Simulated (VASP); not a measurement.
# InO in VASP: further runs, part 2 of 2

VASP 6.6.1. The steps go on from the part before.

**4. Single point, r2SCAN (strain +0.000 along x and y, +0.040 along z)**

Contents of POSCAR:

```
InO
1.0
    3.4536138013      0.0000000000      0.0000000000
   -1.7268069007      2.9909172868      0.0000000000
    0.0000000000      0.0000000000     16.5121840000
In O
2 2
Direct
    0.6666666667      0.3333333333      0.5900210000
    0.6666666667      0.3333333333      0.4099790000
    0.0000000000      0.0000000000      0.6398670000
    0.0000000000      0.0000000000      0.3601330000
```

Contents of INCAR.step1:

```
PREC = Accurate
ENCUT = 520
ISMEAR = 0
SIGMA = 0.05
LREAL = False
LASPH = True
NELM = 100
NBANDS = 27
GGA = PE
ALGO = Normal
EDIFF = 1E-4
LWAVE = True
LCHARG = False
```

Contents of INCAR.step2:

```
PREC = Accurate
ENCUT = 520
EDIFF = 1E-6
ISMEAR = 0
SIGMA = 0.05
LREAL = False
LASPH = True
NELM = 100
ALGO = Normal
ISIF = 2
LWAVE = False
LCHARG = False
METAGGA = R2SCAN
LMIXTAU = True
NBANDS = 27
ISTART = 1
```

Contents of KPOINTS:

```
regular mesh
0
Gamma
  12 12 2
```

Potentials or basis: VASP PAW PBE potentials, release 64 (In_d, O).

On the command line:

```
$ cat potpaw_PBE.64/In_d/POTCAR potpaw_PBE.64/O/POTCAR > POTCAR
$ cp INCAR.step1 INCAR
$ mpirun -np 1 vasp_std > vasp.out
$ cp INCAR.step2 INCAR
$ mpirun -np 1 vasp_std > vasp.out
```

OUTCAR:

```text
PREC = Accurate
   ENCUT = 520
   EDIFF = 1E-6
   ISMEAR = 0
   LREAL = False
   LASPH = True
   NELM = 100
   ISIF = 2
   METAGGA = R2SCAN
   ISTART = 1

 ion  position               nearest neighbor table
   1  0.667  0.333  0.590-   3 2.16   3 2.16   3 2.16   2 2.97
   2  0.667  0.333  0.410-   4 2.16   4 2.16   4 2.16   1 2.97
   3  0.000  0.000  0.640-   1 2.16   1 2.16   1 2.16
   4  0.000  0.000  0.360-   2 2.16   2 2.16   2 2.16

  LATTYP: Found a hexagonal cell.
 ALAT       =     3.4536138013
 C/A-ratio  =     4.7811321561

  Lattice vectors:

 A1 = (   3.4536138013,   0.0000000000,   0.0000000000)
 A2 = (  -1.7268069007,   2.9909172868,   0.0000000000)
 A3 = (   0.0000000000,   0.0000000000,  16.5121840000)

Analysis of symmetry for initial positions (statically):
=====================================================================
 Subroutine PRICEL returns:
 Original cell was already a primitive cell.

 Routine SETGRP: Setting up the symmetry group for a
 hexagonal supercell.

 Subroutine GETGRP returns: Found 12 space group operations
 (whereof 12 operations were pure point group operations)
 out of a pool of 24 trial point group operations.

The static configuration has the point symmetry D_3h.

Analysis of symmetry for dynamics (positions and initial velocities):
=====================================================================
 Subroutine PRICEL returns:
 Original cell was already a primitive cell.

 Routine SETGRP: Setting up the symmetry group for a
 hexagonal supercell.

 Subroutine GETGRP returns: Found 12 space group operations
 (whereof 12 operations were pure point group operations)
 out of a pool of 24 trial point group operations.
[... 119 lines left out ...]
   EFERMI =   0.00;   METHOD = LEGACY
   ISMEAR =     0;   SIGMA  =   0.05  broadening in eV -4-tet -1-fermi 0-gaus
   EFERMI_NEDOS =   21; number of points for ismear=-14 and -15
   IALGO  =     38    algorithm
   IMIX   =      4    mixing-type and parameters
     AMIX     =   0.40;   BMIX     =  1.00
     AMIX_MAG =   1.60;   BMIX_MAG =  1.00
  volume/ion in A,a.u.               =      42.64       287.75
  Fermi-wavevector in a.u.,A,eV,Ry     =   0.992450  1.875458 13.401143  0.984956
  Thomas-Fermi vector in A             =   2.124262
   LORBIT       =      0    0 simple, 1 ext, 2 COOP (PROOUT), +10 PAW based schemes
   METAGGA = R2SCAN    functional components
   LHFCALC =     F    Hartree Fock is set to
   AEXX    =    0.0000 exact exchange contribution
   IVDW    =     0    specifies the selected vdW correction
   LEPSILON=     F    determine dielectric tensor
   LRPA    =     F    only Hartree local field effects (RPA)
 non-spin polarized calculation
 Gauss-broadening in eV      SIGMA  =   0.05
  energy-cutoff  :      520.00
  volume of cell :      170.56
 maximum number of plane-waves:      4630
 NGX is ok and might be reduce to    28
   NGX = 13   NGY = 13   NGZ = 61

 number of electron      37.9999996 magnetization

 Free energy of the ion-electron system (eV)
  ---------------------------------------------------
  ext. energy  EPLUGINS =         0.00000000
  ---------------------------------------------------
  free energy    TOTEN  =       -62.01706969 eV

  energy without entropy =      -62.01706969  energy(sigma->0) =      -62.01706969

 E-fermi :  -1.7771     XC(G=0):  -4.8149

 val. band max:       -2.0508053321   @ k =   0.3333   0.3333   0.5000
 cond. band min:      -1.5143422289   @ k =   0.0000   0.0000   0.0000
 fundamental gap:      0.5364631033
 Fermi energy:        -1.7771240479

 k-point     1 :       0.0000    0.0000    0.0000
  band No.  band energies     occupation
      1     -20.7529      2.00000
      2     -20.7404      2.00000
      3     -16.1026      2.00000
      4     -16.1026      2.00000
      5     -16.0692      2.00000
      6     -16.0692      2.00000
[... 709 lines left out ...]
     26       6.9503      0.00000
     27       7.2422      0.00000

 [... further k-points ...]

------------------------ aborting loop because EDIFF is reached ----------------------------------------

  FORCE on cell =-STRESS in cart. coord.  units (eV):
  Direction    XX          YY          ZZ          XY          YZ          ZX
  --------------------------------------------------------------------------------------
  -------------------------------------------------------------------------------------
  Total       -2.3470196     -2.3470196     -2.8604722      0.0000000     -0.0000000      0.0000000
  in kB      -22.0467518    -22.0467518    -26.8698736      0.0000000     -0.0000000      0.0000000
  external PRESSURE =     -23.6544591 kB  Pullay stress =       0.0000000 kB

 VOLUME and BASIS-vectors are now :
 -----------------------------------------------------------------------------
  energy-cutoff  :      520.00
  volume of cell :      170.56
      direct lattice vectors                 reciprocal lattice vectors
     3.453613801  0.000000000  0.000000000     0.289551773  0.167172794  0.000000000
    -1.726806901  2.990917287  0.000000000     0.000000000  0.334345588  0.000000000
     0.000000000  0.000000000 16.512184000     0.000000000  0.000000000  0.060561341

 POSITION                                       TOTAL-FORCE (eV/Angst)
 -----------------------------------------------------------------------------------
      1.72681      0.99697      9.74254        -0.000000     -0.000000      0.038469
      1.72681      0.99697      6.76965        -0.000000     -0.000000     -0.038469
      0.00000      0.00000     10.56560         0.000000      0.000000     -0.631823
      0.00000      0.00000      5.94658         0.000000      0.000000      0.631823
 -----------------------------------------------------------------------------------
    total drift:                               -0.000007      0.000004      0.000000

  FREE ENERGIE OF THE ION-ELECTRON SYSTEM (eV)
  ---------------------------------------------------
  free  energy   TOTEN  =       -62.0170696938 eV

  energy  without entropy=      -62.0170696938  energy(sigma->0) =      -62.01706969
```

OUTCAR.step1:

```text
PREC = Accurate
   ENCUT = 520
   ISMEAR = 0
   LREAL = False
   LASPH = True
[... 949 lines left out ...]
      1.72681      0.99697      9.74254        -0.000000      0.000000     -0.156815
      1.72681      0.99697      6.76965         0.000000     -0.000000      0.156815
      0.00000      0.00000     10.56560         0.000000      0.000000     -0.269028
      0.00000      0.00000      5.94658        -0.000000      0.000000      0.269028
 -----------------------------------------------------------------------------------
    total drift:                                0.000001     -0.000000      0.000000

  FREE ENERGIE OF THE ION-ELECTRON SYSTEM (eV)
  ---------------------------------------------------
  free  energy   TOTEN  =       -19.3876563238 eV

  energy  without entropy=      -19.3876523443  energy(sigma->0) =      -19.38765433
```

Run time: 27 min. Hardware: 1 thread of Intel Xeon 8259CL, shared host; peak memory 0.43 GiB.

What came out:

```yaml
Free_energy: -62.0171 eV
Largest_force: 0.632 eV/Å
Band_gap_on_the_k_mesh: 0.54 eV (least direct gap 1.36 eV)
```

Forces on the atoms (eV/Å):
```
In   0.000  0.000  0.038
In   0.000  0.000 -0.038
O    0.000  0.000 -0.632
O    0.000  0.000  0.632
```

Caveat: the cell differs from its parent crystal (strain +0.000 along x and y, +0.040 along z); there is no dipole correction, which matters where the two faces differ; semilocal functionals underestimate gaps, and a narrow one can read as zero; the PAW data sets were made with another functional, which shifts forces and pressure a little; spin-orbit coupling is left out, which moves the levels of the heavy elements.

**5. Single point, r2SCAN (strain +0.080 along x and y, -0.080 along z)**

Contents of POSCAR:

```
InO
1.0
    3.7299029054      0.0000000000      0.0000000000
   -1.8649514527      3.2301906697      0.0000000000
    0.0000000000      0.0000000000     14.6069320000
In O
2 2
Direct
    0.6666666667      0.3333333333      0.5900210000
    0.6666666667      0.3333333333      0.4099790000
    0.0000000000      0.0000000000      0.6398670000
    0.0000000000      0.0000000000      0.3601330000
```

Contents of INCAR.step1:

```
SYSTEM = InO
ALGO     = Normal         ! electronic algorithm
EDIFF    = 1E-4           ! SCF threshold, eV
ENCUT    = 520            ! plane-wave cutoff, eV
GGA      = PE             ! functional
ISMEAR   = 0              ! smearing method
LASPH    = .True.         ! aspherical terms in the spheres
LCHARG   = .False.        ! write CHGCAR
LREAL    = .False.        ! projectors in reciprocal space
LWAVE    = .True.         ! write WAVECAR
NBANDS   = 27             ! bands
NELM     = 80             ! most SCF steps
PREC     = Accurate       ! precision mode
SIGMA    = 0.05           ! smearing width, eV
```

Contents of INCAR.step2:

```
SYSTEM = InO
ALGO     = Normal         ! electronic algorithm
EDIFF    = 1E-6           ! SCF threshold, eV
ENCUT    = 520            ! plane-wave cutoff, eV
ISIF     = 2              ! what is computed and relaxed
ISMEAR   = 0              ! smearing method
ISTART   = 1            
LASPH    = .True.         ! aspherical terms in the spheres
LCHARG   = .True.         ! write CHGCAR
LELF     = .True.         ! ELF
LMIXTAU  = .True.       
LREAL    = .False.        ! projectors in reciprocal space
LVHAR    = .True.       
LWAVE    = .False.        ! write WAVECAR
METAGGA  = R2SCAN         ! meta-GGA
NBANDS   = 27             ! bands
NELM     = 80             ! most SCF steps
PREC     = Accurate       ! precision mode
SIGMA    = 0.05           ! smearing width, eV
```

Contents of KPOINTS:

```
k-points
0
Gamma
  12 12 2
  0 0 0
```

On the command line:

```
$ cat potpaw_PBE.64/In_d/POTCAR potpaw_PBE.64/O/POTCAR > POTCAR
$ cp INCAR.step1 INCAR
$ mpirun -np 1 vasp_std > vasp.out
$ cp INCAR.step2 INCAR
$ mpirun -np 1 vasp_std > vasp.out
```

It took 27 min on 1 thread of Intel Xeon 8259CL, shared host; peak memory 0.41 GiB.

It converged, with:

```yaml
Free_energy: -61.1660 eV
Largest_force: 2.146 eV/Å
Band_gap_on_the_k_mesh: 0.47 eV (least direct gap 0.94 eV)
```

Forces on the atoms (eV/Å):
```
In   0.000  0.000  2.146
In   0.000  0.000 -2.146
O    0.000  0.000 -0.810
O    0.000  0.000  0.810
```

Levels at points of the mesh, in eV from the valence-band top:
| k point | band 16 | band 17 | band 18 | band 19 | band 20 | band 21 | band 22 | band 23 |
| --- | --- | --- | --- | --- | --- | --- | --- | --- |
| (0.00, 0.00, 0.00) | -1.52 | -1.46 | -1.46 | -0.47 | 0.47 | 3.60 | 6.77 | 7.02 |
| (0.50, 0.00, 0.00) | -2.17 | -2.10 | -1.28 | -0.24 | 2.58 | 3.99 | 6.29 | 6.39 |
| (0.00, 0.00, 0.50) | -1.52 | -1.46 | -1.46 | -0.47 | 0.47 | 3.61 | 6.55 | 7.51 |
| (0.50, 0.00, 0.50) | -2.17 | -2.10 | -1.28 | -0.24 | 2.58 | 3.99 | 6.29 | 6.39 |

Caveat: the cell differs from its parent crystal (strain +0.080 along x and y, -0.080 along z); there is no dipole correction, which matters where the two faces differ; semilocal functionals underestimate gaps, and a narrow one can read as zero; the PAW data sets were made with another functional, which shifts forces and pressure a little; spin-orbit coupling is left out, which moves the levels of the heavy elements.

**6. Single point, r2SCAN (strain +0.000 along x and y, +0.080 along z)**

Contents of POSCAR:

```
InO
1.0
    3.4536138013      0.0000000000      0.0000000000
   -1.7268069007      2.9909172868      0.0000000000
    0.0000000000      0.0000000000     17.1472680000
In O
2 2
Direct
    0.6666666667      0.3333333333      0.5900210000
    0.6666666667      0.3333333333      0.4099790000
    0.0000000000      0.0000000000      0.6398670000
    0.0000000000      0.0000000000      0.3601330000
```

Contents of INCAR.step1:

```
PREC = Accurate
ENCUT = 520
ISMEAR = 0
SIGMA = 0.05
LREAL = False
LASPH = True
NELM = 100
NBANDS = 27
GGA = PE
ALGO = Normal
EDIFF = 1E-4
LWAVE = True
LCHARG = False
```

Contents of INCAR.step2:

```
PREC = Accurate
ENCUT = 520
EDIFF = 1E-6
ISMEAR = 0
SIGMA = 0.05
LREAL = False
LASPH = True
NELM = 100
ALGO = Normal
ISIF = 2
LWAVE = False
LCHARG = True
METAGGA = R2SCAN
LMIXTAU = True
LELF = True
LVHAR = True
NBANDS = 27
ISTART = 1
```

Contents of KPOINTS:

```
Automatic mesh
0
Gamma
  12 12 2
```

Potentials or basis: VASP PAW PBE potentials, release 64 (In_d, O).

On the command line:

```
$ cat potpaw_PBE.64/In_d/POTCAR potpaw_PBE.64/O/POTCAR > POTCAR
$ cp INCAR.step1 INCAR
$ mpirun -np 1 vasp_std > vasp.out
$ cp INCAR.step2 INCAR
$ mpirun -np 1 vasp_std > vasp.out
```

Run time: 39 min. Hardware: 1 thread of Intel Xeon 8259CL, shared host; peak memory 0.44 GiB.

Results (log left out):

```yaml
Free_energy: -61.8829 eV
Largest_force: 0.895 eV/Å
Band_gap_on_the_k_mesh: 0.36 eV (least direct gap 1.28 eV)
```

Forces in eV/Å, atoms in the order of the input:
```
In   0.000  0.000  0.003
In   0.000  0.000 -0.003
O    0.000  0.000 -0.895
O    0.000  0.000  0.895
```

Levels at points of the mesh, in eV from the valence-band top:
| k point | band 17 | band 18 | band 19 | band 20 | band 21 | band 22 |
| --- | --- | --- | --- | --- | --- | --- |
| (0.00, 0.00, 0.00) | -1.87 | -1.87 | -0.92 | 0.36 | 3.36 | 6.54 |
| (0.50, 0.00, 0.00) | -2.64 | -2.30 | -0.33 | 2.43 | 3.88 | 5.10 |
| (0.00, 0.00, 0.50) | -1.87 | -1.87 | -0.92 | 0.36 | 3.36 | 6.43 |
| (0.50, 0.00, 0.50) | -2.64 | -2.30 | -0.33 | 2.43 | 3.88 | 5.10 |

Caveat: the cell differs from its parent crystal (strain +0.000 along x and y, +0.080 along z); there is no dipole correction, which matters where the two faces differ; semilocal functionals underestimate gaps, and a narrow one can read as zero; the PAW data sets were made with another functional, which shifts forces and pressure a little; spin-orbit coupling is left out, which moves the levels of the heavy elements.

**7. Summary**

```tsv
cell	gap on the mesh (eV)	largest force (eV/Å)
a = 3.730, b = 3.730, c = 17.147 Å, angles 90.0, 90.0, 120.0°, 4 atoms	0.44	1.63
a = 3.592, b = 3.592, c = 15.242 Å, angles 90.0, 90.0, 120.0°, 4 atoms	0.72	1.13
a = 3.454, b = 3.454, c = 16.512 Å, angles 90.0, 90.0, 120.0°, 4 atoms	0.54	0.63
a = 3.730, b = 3.730, c = 14.607 Å, angles 90.0, 90.0, 120.0°, 4 atoms	0.47	2.15
a = 3.454, b = 3.454, c = 17.147 Å, angles 90.0, 90.0, 120.0°, 4 atoms	0.36	0.90
```

Alike in all rows: task single point; level r2SCAN; potentials or basis VASP PAW PBE potentials, release 64 (In_d, O); no spin polarisation; k mesh 12 × 12 × 2; cutoff (eV) 520; smearing gaussian 0.05 eV.

Caveats: there is no dipole correction, which matters where the two faces differ; semilocal functionals underestimate gaps, and a narrow one can read as zero; the PAW data sets were made with another functional, which shifts forces and pressure a little; spin-orbit coupling is left out, which moves the levels of the heavy elements.

Total energies depend on the potentials used, so only differences within one code and one set of settings carry meaning.
